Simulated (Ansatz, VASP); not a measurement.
Two plane-wave programs on B6Br

File INCAR:

```
SYSTEM = B6Br
PREC = Accurate
ENCUT = 600
EDIFF = 1E-6
ISMEAR = 0
SIGMA = 0.1
LREAL = .False.
LASPH = .True.
NELM = 80
ALGO = Normal
ISIF = 3
LWAVE = .False.
LCHARG = .False.
GGA = PE
IBRION = 2
NSW = 100
EDIFFG = -0.01
```

Contents of KPOINTS:

```
Automatic mesh
0
Gamma
  10 10 10
  0 0 0
```

POSCAR

```
B6Br
1.0
    4.2375331119      0.0000000000      0.0000000000
    0.0000000000      4.2375331119      0.0000000000
    0.0000000000      0.0000000000      4.2375331119
B Br
6 1
Direct
    0.1974320527      0.5000000000      0.5000000000
    0.5000000000      0.1974320527      0.5000000000
    0.8025679473      0.5000000000      0.5000000000
    0.5000000000      0.8025679473      0.5000000000
    0.5000000000      0.5000000000      0.1974320527
    0.5000000000      0.5000000000      0.8025679473
    0.0000000000      0.0000000000      0.0000000000
```

Input for Ansatz:

```yaml
crystal:
  lattice:
    - [4.2375331119, 0.0, 0.0]
    - [0.0, 4.2375331119, 0.0]
    - [0.0, 0.0, 4.2375331119]
  atoms:
    - { symbol: B, position: [0.1974320527, 0.5, 0.5] }
    - { symbol: B, position: [0.5, 0.1974320527, 0.5] }
    - { symbol: B, position: [0.8025679473, 0.5, 0.5] }
    - { symbol: B, position: [0.5, 0.8025679473, 0.5] }
    - { symbol: B, position: [0.5, 0.5, 0.1974320527] }
    - { symbol: B, position: [0.5, 0.5, 0.8025679473] }
    - { symbol: Br, position: [0.0, 0.0, 0.0] }
basis:
  ecutwfc: 420
kpoints:
  mp_grid: { grid: [10, 10, 10] }
hamiltonian:
  xc: pbe
scf:
  occupations: { method: gaussian, width: 0.1 }
output:
  forces: true
  stress: true
  eigenvalues: true
  write_density: true
  write_potential: true
  elf: true
  volumetric_format: npy
relax:
  adjacent_minimum: "off"
  f_tol: 0.01
  max_steps: 80
  cell: { stress_tol: 0.05 }
```

Change from the starting cell: species swapped into the BaB6 type (Pm-3m, No. 221).

Alike in both runs: task relaxation of cell and atoms; functional PBE; k mesh 10 × 10 × 10; occupations gaussian, width 0.1 eV; no spin polarisation.

```csv
,VASP,Ansatz
version,VASP 6.6.1,Ansatz 0.2.0
potentials or method,"VASP PAW PBE potentials, release 64 (B, Br), cutoff 600 eV","scalar-relativistic, plane waves, PAW"
valence electrons in the cell,25,25
```

|  | VASP | Ansatz | Ansatz less VASP |
| --- | --- | --- | --- |
| gap on the k mesh at the Fermi level, each at its own relaxed structure (eV) | none | none | - |
| relaxed volume (Å³/atom) | 10.92 | 10.92 | +0.002 |
| relaxed cell length with the largest relative difference (Å) | 4.244 | 4.245 | +0.0002 |

A gap of «none» marks a metal or a gap that the smearing closes.
